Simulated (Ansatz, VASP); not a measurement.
Ta in VASP and in Ansatz

Contents of INCAR:

```
SYSTEM = Ta
ALGO = Normal
EDIFF = 1E-6
EDIFFG = -0.005
ENCUT = 600
GGA = PS
IBRION = 2
ISIF = 3
ISMEAR = 0
LASPH = .TRUE.
LCHARG = .FALSE.
LREAL = .FALSE.
LWAVE = .FALSE.
NELM = 80
NSW = 70
PREC = Accurate
SIGMA = 0.1
```

The input KPOINTS:

```
k-points
0
G
  18 18 18
  0 0 0
```

The input POSCAR:

```
Ta
1.0
   -1.6593948215      1.6593948215      1.6593948215
    1.6593948215     -1.6593948215      1.6593948215
    1.6593948215      1.6593948215     -1.6593948215
Ta
1
Direct
    0.0000000000      0.0000000000      0.0000000000
```

Input for Ansatz:

```yaml
crystal:
  lattice:
    - [-1.6593948215, 1.6593948215, 1.6593948215]
    - [1.6593948215, -1.6593948215, 1.6593948215]
    - [1.6593948215, 1.6593948215, -1.6593948215]
  atoms:
    - { symbol: Ta, position: [0.0, 0.0, 0.0] }
basis:
  ecutwfc: 420
kpoints:
  mp_grid: { grid: [18, 18, 18] }
hamiltonian:
  xc: pbesol
scf:
  occupations: { method: gaussian, width: 0.1 }
output:
  forces: true
  stress: true
  eigenvalues: true
relax:
  adjacent_minimum: "off"
  f_tol: 0.005
  max_steps: 50
  cell: { stress_tol: 0.05 }
```

Alike in both runs: task relaxation of cell and atoms; functional PBEsol; k mesh 18 × 18 × 18; occupations gaussian, width 0.1 eV; no spin polarisation.

|  | VASP | Ansatz |
| --- | --- | --- |
| version | VASP 6.6.1 | Ansatz 0.2.0 |
| potentials or method | VASP PAW PBE potentials, release 64 (Ta_pv), cutoff 600 eV | scalar-relativistic, plane waves, PAW |
| valence electrons in the cell | 11 | 13 |

Ansatz gave:

| Quantity | Value |
| --- | --- |
| gap on the k mesh at the Fermi level, each at its own relaxed structure (eV) | none |
| relaxed volume (Å³/atom) | 17.65 |
| relaxed cell length with the largest relative difference (Å) | 2.841 |

Task: Estimate VASP's values.

Result: gap on the k mesh at the Fermi level, each at its own relaxed structure (eV): none; relaxed volume (Å³/atom): 17.67; relaxed cell length with the largest relative difference (Å): 2.842.

VASP's potentials were made for PBE, not for PBEsol. A gap of «none» marks a metal or a gap that the smearing closes. VASP's potentials hold 11 valence electrons a cell and Ansatz's 13, so a difference there can come from the potentials and not from the codes.

Neither program's run includes spin-orbit coupling.
